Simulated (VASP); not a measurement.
# Ca2Nb2O6F (Fd-3m) in VASP: single point with PBE

Aim: the single point of Ca2Nb2O6F with PBE.

Program: VASP 6.6.1. These are calculated values, not measurements. Logs are shortened: lines on timing, memory, paths and dates and some standing lists are left out, and cuts for length are marked.

### 1 The cell of the first run

The structure is cubic, space group Fd-3m (No. 227). The conventional cell has a = 10.421 Å, b = 10.421 Å, c = 10.421 Å, α = 90.00°, β = 90.00°, γ = 90.00°. Ca (site symmetry -3m) has 2 F at 2.26 Å and 6 O at 2.55 Å within 3.0 Å. Nb (site symmetry -3m) has 6 O at 2.03 Å within 2.7 Å. Within 2.7 Å of O (site symmetry 2mm) lie 2 Nb at 2.03 Å and 2 Ca at 2.55 Å and 4 O at 2.69 Å. F (site symmetry -43m) has 4 Ca at 2.26 Å and 6 O at 3.07 Å within 3.1 Å.

### 2 Single point, PBE

File INCAR:

```
ALGO     = Normal         # electronic algorithm
EDIFF    = 1E-7           # SCF threshold, eV
ENCUT    = 520            # plane-wave cutoff, eV
GGA      = PE             # functional
ISIF     = 2              # what is computed and relaxed
ISMEAR   = -1             # smearing method
LASPH    = True           # aspherical terms in the spheres
LCHARG   = False          # write CHGCAR
LREAL    = Auto         
LWAVE    = False          # write WAVECAR
NBANDS   = 106            # bands
NELM     = 100            # most SCF steps
PREC     = Accurate       # precision mode
SIGMA    = 0.05           # smearing width, eV
```

File KPOINTS:

```
k-points
0
Gamma
  6 6 6
```

File POSCAR:

```
Ca2Nb2O6F
1.0
    0.0000000000      5.2102500000      5.2102500000
    5.2102500000      0.0000000000      5.2102500000
    5.2102500000      5.2102500000      0.0000000000
Ca Nb O F
4 4 12 2
Direct
    0.1250000000      0.1250000000      0.1250000000
    0.6250000000      0.1250000000      0.1250000000
    0.1250000000      0.1250000000      0.6250000000
    0.1250000000      0.6250000000      0.1250000000
    0.6250000000      0.6250000000      0.6250000000
    0.1250000000      0.6250000000      0.6250000000
    0.6250000000      0.6250000000      0.1250000000
    0.6250000000      0.1250000000      0.6250000000
    0.7057383467      0.2942616533      0.2942616533
    0.5442616533      0.9557383467      0.5442616533
    0.2942616533      0.7057383467      0.7057383467
    0.9557383467      0.5442616533      0.9557383467
    0.2942616533      0.7057383467      0.2942616533
    0.5442616533      0.5442616533      0.9557383467
    0.7057383467      0.2942616533      0.7057383467
    0.9557383467      0.9557383467      0.5442616533
    0.5442616533      0.9557383467      0.9557383467
    0.2942616533      0.2942616533      0.7057383467
    0.9557383467      0.5442616533      0.5442616533
    0.7057383467      0.7057383467      0.2942616533
    0.0000000000      0.0000000000      0.0000000000
    0.2500000000      0.2500000000      0.2500000000
```

Potentials or basis: VASP PAW PBE potentials, release 64 (Ca_sv, Nb_sv, O, F).

Started as:

```bash
cat potpaw_PBE.64/Ca_sv/POTCAR potpaw_PBE.64/Nb_sv/POTCAR potpaw_PBE.64/O/POTCAR potpaw_PBE.64/F/POTCAR > POTCAR
mpirun -np 1 vasp_std > vasp.out
```

OUTCAR:

```text
EDIFF = 1E-7
   ENCUT = 520
   GGA = PE
   ISIF = 2
   ISMEAR = -1
   LASPH = True
   LREAL = Auto
   NELM = 100
   PREC = Accurate

 ion  position               nearest neighbor table
   1  0.125  0.125  0.125-  21 2.26  22 2.26  13 2.55  16 2.55  17 2.55  18 2.55   9 2.55  12 2.55

   2  0.625  0.125  0.125-  21 2.26  22 2.26  14 2.55  15 2.55  17 2.55  20 2.55   9 2.55  10 2.55

   3  0.125  0.125  0.625-  21 2.26  22 2.26  15 2.55  16 2.55  18 2.55  19 2.55  10 2.55  11 2.55

   4  0.125  0.625  0.125-  21 2.26  22 2.26  13 2.55  14 2.55  19 2.55  20 2.55  11 2.55  12 2.55

   5  0.625  0.625  0.625-  10 2.03  11 2.03  14 2.03  15 2.03  19 2.03  20 2.03
   6  0.125  0.625  0.625-  11 2.03  12 2.03  13 2.03  16 2.03  18 2.03  19 2.03
   7  0.625  0.625  0.125-   9 2.03  12 2.03  13 2.03  14 2.03  17 2.03  20 2.03
   8  0.625  0.125  0.625-   9 2.03  10 2.03  15 2.03  16 2.03  17 2.03  18 2.03
   9  0.706  0.294  0.294-   7 2.03   8 2.03   1 2.55   2 2.55
  10  0.544  0.956  0.544-   5 2.03   8 2.03   2 2.55   3 2.55
  11  0.294  0.706  0.706-   5 2.03   6 2.03   3 2.55   4 2.55
  12  0.956  0.544  0.956-   6 2.03   7 2.03   1 2.55   4 2.55
  13  0.294  0.706  0.294-   6 2.03   7 2.03   1 2.55   4 2.55
  14  0.544  0.544  0.956-   5 2.03   7 2.03   2 2.55   4 2.55
  15  0.706  0.294  0.706-   5 2.03   8 2.03   2 2.55   3 2.55
  16  0.956  0.956  0.544-   6 2.03   8 2.03   1 2.55   3 2.55
  17  0.544  0.956  0.956-   7 2.03   8 2.03   1 2.55   2 2.55
  18  0.294  0.294  0.706-   6 2.03   8 2.03   1 2.55   3 2.55
  19  0.956  0.544  0.544-   5 2.03   6 2.03   3 2.55   4 2.55
  20  0.706  0.706  0.294-   5 2.03   7 2.03   2 2.55   4 2.55
  21  0.000  0.000  0.000-   1 2.26   2 2.26   3 2.26   4 2.26
  22  0.250  0.250  0.250-   1 2.26   2 2.26   3 2.26   4 2.26

  LATTYP: Found a face centered cubic cell.
 ALAT       =    10.4205000000

  Lattice vectors:

 A1 = (   0.0000000000,   5.2102500000,   5.2102500000)
 A2 = (   5.2102500000,   0.0000000000,   5.2102500000)
 A3 = (   5.2102500000,   5.2102500000,   0.0000000000)

Analysis of symmetry for initial positions (statically):
=====================================================================
 Subroutine PRICEL returns:
 Original cell was already a primitive cell.

 Routine SETGRP: Setting up the symmetry group for a
 face centered cubic supercell.

 Subroutine GETGRP returns: Found 48 space group operations
 (whereof 24 operations were pure point group operations)
 out of a pool of 48 trial point group operations.

The static configuration has the point symmetry T_d .
 The point group associated with its full space group is O_h .

Analysis of symmetry for dynamics (positions and initial velocities):
=====================================================================
 Subroutine PRICEL returns:
 Original cell was already a primitive cell.

 Routine SETGRP: Setting up the symmetry group for a
 face centered cubic supercell.

 Subroutine GETGRP returns: Found 48 space group operations
 (whereof 24 operations were pure point group operations)
 out of a pool of 48 trial point group operations.

The dynamic configuration has the point symmetry T_d .
 The point group associated with its full space group is O_h .

 Subroutine INISYM returns: Found 48 space group operations
 (whereof 24 operations are pure point group operations),
 and found     1 'primitive' translations

----------------------------------------------------------------------------------------

                                     Primitive cell

  volume of cell :     282.8822

  direct lattice vectors                    reciprocal lattice vectors
     0.000000000  5.210250000  5.210250000    -0.095964685  0.095964685  0.095964685
     5.210250000  0.000000000  5.210250000     0.095964685 -0.095964685  0.095964685
     5.210250000  5.210250000  0.000000000     0.095964685  0.095964685 -0.095964685

  length of vectors
     7.368406213  7.368406213  7.368406213     0.166215710  0.166215710  0.166215710

  position of ions in fractional coordinates (direct lattice)
     0.125000000  0.125000000  0.125000000
     0.625000000  0.125000000  0.125000000
     0.125000000  0.125000000  0.625000000
     0.125000000  0.625000000  0.125000000
     0.625000000  0.625000000  0.625000000
     0.125000000  0.625000000  0.625000000
[... 14 lines left out ...]
     0.000000000  0.000000000  0.000000000
     0.250000000  0.250000000  0.250000000

  ion indices of the primitive-cell ions
   primitive index   ion index
                 1           1
                 2           2
                 3           3
                 4           4
                 5           5
                 6           6
[... 14 lines left out ...]
                21          21
                22          22

----------------------------------------------------------------------------------------

 KPOINTS: k-points

Automatic generation of k-mesh.
 Grid dimensions read from file:
 generate k-points for:    6    6    6

 Generating k-lattice:

  Cartesian coordinates                     Fractional coordinates (reciprocal lattice)
    -0.015994114  0.015994114  0.015994114     0.166666667  0.000000000  0.000000000
     0.015994114 -0.015994114  0.015994114     0.000000000  0.166666667  0.000000000
     0.015994114  0.015994114 -0.015994114     0.000000000  0.000000000  0.166666667

  Length of vectors
     0.027702618  0.027702618  0.027702618

  Shift w.r.t. Gamma in fractional coordinates (k-lattice)
     0.000000000  0.000000000  0.000000000

 Subroutine IBZKPT returns following result:
 ===========================================

 Found     16 irreducible k-points:

 Following reciprocal coordinates:
            Coordinates               Weight
  0.000000  0.000000  0.000000      1.000000
  0.166667  0.000000  0.000000      8.000000
  0.333333  0.000000  0.000000      8.000000
  0.500000  0.000000  0.000000      4.000000
  0.166667  0.166667  0.000000      6.000000
  0.333333  0.166667  0.000000     24.000000
[... 8 lines left out ...]
 -0.333333  0.333333  0.166667     24.000000
 -0.333333  0.500000  0.166667     12.000000
   k-points           NKPTS =     16   k-points in BZ     NKDIM =     16   number of bands    NBANDS=    106
   number of dos      NEDOS =    301   number of ions     NIONS =     22
   total plane-waves  NPLWV = 175616
   dimension x,y,z NGX =    56 NGY =   56 NGZ =   56
   dimension x,y,z NGXF=   112 NGYF=  112 NGZF=  112
   ions per type =               4   4  12   2
   NGX,Y,Z   is equivalent  to a cutoff of  12.63, 12.63, 12.63 a.u.
   NGXF,Y,Z  is equivalent  to a cutoff of  25.27, 25.27, 25.27 a.u.
 SYSTEM =  unknown system
   PREC   = accura    normal or accurate (medium, high low for compatibility)
   ISTART =      0    job   : 0-new  1-cont  2-samecut
   ICHARG =      2    charge: 1-file 2-atom 10-const
   ISPIN  =      1    spin polarized calculation?
   LNONCOLLINEAR =      F non collinear calculations
   LSORBIT =      F    spin-orbit coupling
   LASPH  =      T    aspherical Exc in radial PAW
   ENCUT  =  520.0 eV  38.22 Ry    6.18 a.u.  13.70 13.70 13.70*2*pi/ulx,y,z
   NELM   =    100;   NELMIN=  2; NELMDL= -5     # of ELM steps
   EDIFF  = 0.1E-06   stopping-criterion for ELM
   LREAL  =      T    real-space projection
   EDIFFG = 0.1E-05   stopping-criterion for IOM
   NSW    =      0    number of steps for IOM
   IBRION =     -1    ionic relax: 0-MD 1-quasi-New 2-CG
   NFREE  =      0    steps in history (QN), initial steepest desc. (CG)
   ISIF   =      2    stress and relaxation
   ISYM   =      2    0-nonsym 1-usesym 2-fastsym
   POTIM  = 0.5000    time-step for ionic-motion
   TEBEG  =    0.0;   TEEND  =   0.0 temperature during run
   PSTRESS=    0.0 pullay stress
   NELECT =     178.0000    total number of electrons
   NUPDOWN=      -1.0000    fix difference up-down
   EMIN   =  10.00;   EMAX   =-10.00  energy-range for DOS
   EFERMI =   0.00;   METHOD = LEGACY
   ISMEAR =    -1;   SIGMA  =   0.05  broadening in eV -4-tet -1-fermi 0-gaus
   EFERMI_NEDOS =   21; number of points for ismear=-14 and -15
   IALGO  =     38    algorithm
   IMIX   =      4    mixing-type and parameters
     AMIX     =   0.40;   BMIX     =  1.00
     AMIX_MAG =   1.60;   BMIX_MAG =  1.00
  volume/ion in A,a.u.               =      12.86        86.77
  Fermi-wavevector in a.u.,A,eV,Ry     =   1.402855  2.651012 26.776314  1.968004
  Thomas-Fermi vector in A             =   2.525576
   LORBIT       =      0    0 simple, 1 ext, 2 COOP (PROOUT), +10 PAW based schemes
   GGA     = PE    functional components
   LHFCALC =     F    Hartree Fock is set to
   AEXX    =    0.0000 exact exchange contribution
   IVDW    =     0    specifies the selected vdW correction
   LEPSILON=     F    determine dielectric tensor
   LRPA    =     F    only Hartree local field effects (RPA)
 non-spin polarized calculation
  energy-cutoff  :      520.00
  volume of cell :      282.88
 maximum number of plane-waves:      7648
   NGX = 27   NGY = 27   NGZ = 27

 number of electron     178.0000013 magnetization

 Free energy of the ion-electron system (eV)
  ---------------------------------------------------
  ext. energy  EPLUGINS =         0.00000000
  ---------------------------------------------------
  free energy    TOTEN  =      -176.89916983 eV

  energy without entropy =     -176.74522409  energy(sigma->0) =     -176.82219696

 E-fermi :   7.1024     XC(G=0): -10.6270

 val. band max:        7.1021882592   @ k =  -0.1667   0.1667   0.0000
 cond. band min:       7.1108917777   @ k =   0.5000   0.0000   0.0000
 fundamental gap:      0.0087035186
 Fermi energy:         7.1023631522

 k-point     1 :       0.0000    0.0000    0.0000
  band No.  band energies     occupation
      1     -50.4372      2.00000
      2     -50.4244      2.00000
      3     -50.4244      2.00000
      4     -50.4244      2.00000
      5     -34.7713      2.00000
      6     -34.7355      2.00000
[... 93 lines left out ...]
    100       8.5315      0.00000
    101       9.6308      0.00000

 k-point     2 :       0.1667    0.0000    0.0000
  band No.  band energies     occupation
      1     -50.4366      2.00000
      2     -50.4251      2.00000
      3     -50.4244      2.00000
      4     -50.4244      2.00000
      5     -34.7695      2.00000
      6     -34.7372      2.00000
[... 1549 lines left out ...]
    100       8.5598      0.00000
    101       9.6418      0.00000
 [bands above 101 left out]

------------------------ aborting loop because EDIFF is reached ----------------------------------------

  FORCE on cell =-STRESS in cart. coord.  units (eV):
  Direction    XX          YY          ZZ          XY          YZ          ZX
  --------------------------------------------------------------------------------------
  -------------------------------------------------------------------------------------
  Total        2.0715771      2.0715771      2.0715771      0.0000000     -0.0000000     -0.0000000
  in kB       11.7329172     11.7329172     11.7329172      0.0000000     -0.0000000     -0.0000000
  external PRESSURE =      11.7329172 kB  Pullay stress =       0.0000000 kB

 VOLUME and BASIS-vectors are now :
 -----------------------------------------------------------------------------
  energy-cutoff  :      520.00
  volume of cell :      282.88
      direct lattice vectors                 reciprocal lattice vectors
     0.000000000  5.210250000  5.210250000    -0.095964685  0.095964685  0.095964685
     5.210250000  0.000000000  5.210250000     0.095964685 -0.095964685  0.095964685
     5.210250000  5.210250000  0.000000000     0.095964685  0.095964685 -0.095964685

 POSITION                                       TOTAL-FORCE (eV/Angst)
 -----------------------------------------------------------------------------------
      1.30256      1.30256      1.30256         0.000000      0.000000      0.000000
      1.30256      3.90769      3.90769         0.000000      0.000000      0.000000
      3.90769      3.90769      1.30256         0.000000      0.000000      0.000000
      3.90769      1.30256      3.90769         0.000000      0.000000      0.000000
      6.51281      6.51281      6.51281         0.000000      0.000000      0.000000
      6.51281      3.90769      3.90769         0.000000      0.000000      0.000000
[... 14 lines left out ...]
      0.00000      0.00000      0.00000         0.000000      0.000000      0.000000
      2.60513      2.60513      2.60513         0.000000      0.000000      0.000000
 -----------------------------------------------------------------------------------
    total drift:                               -0.000000     -0.000000      0.000000

  FREE ENERGIE OF THE ION-ELECTRON SYSTEM (eV)
  ---------------------------------------------------
  free  energy   TOTEN  =      -176.8991698343 eV

  energy  without entropy=     -176.7452240884  energy(sigma->0) =     -176.82219696
```

Run time: 45 min. Hardware: 1 thread of Intel Xeon 8259CL, shared host; peak memory 0.63 GiB.

What came out:

```yaml
Free_energy: -176.8992 eV
Pressure: 1.2 GPa
Largest_force: 0.047 eV/Å
Band_gap_on_the_k_mesh: zero (bands 89 and 90 overlap by 0.38 eV)
```

Forces in eV/Å, atoms in the order of the input:
```
Ca   0.000  0.000  0.000
Ca   0.000  0.000  0.000
Ca   0.000  0.000  0.000
Ca   0.000  0.000  0.000
Nb   0.000  0.000  0.000
Nb   0.000  0.000  0.000
Nb   0.000  0.000  0.000
Nb   0.000  0.000  0.000
O    0.047  0.000  0.000
O    0.000  0.047  0.000
O   -0.047  0.000  0.000
O    0.000 -0.047  0.000
O    0.000  0.047  0.000
O    0.000  0.000  0.047
O    0.000 -0.047  0.000
O    0.000  0.000 -0.047
O   -0.047  0.000  0.000
O    0.000  0.000  0.047
O    0.047  0.000  0.000
O    0.000  0.000 -0.047
F    0.000  0.000  0.000
F    0.000  0.000  0.000
```
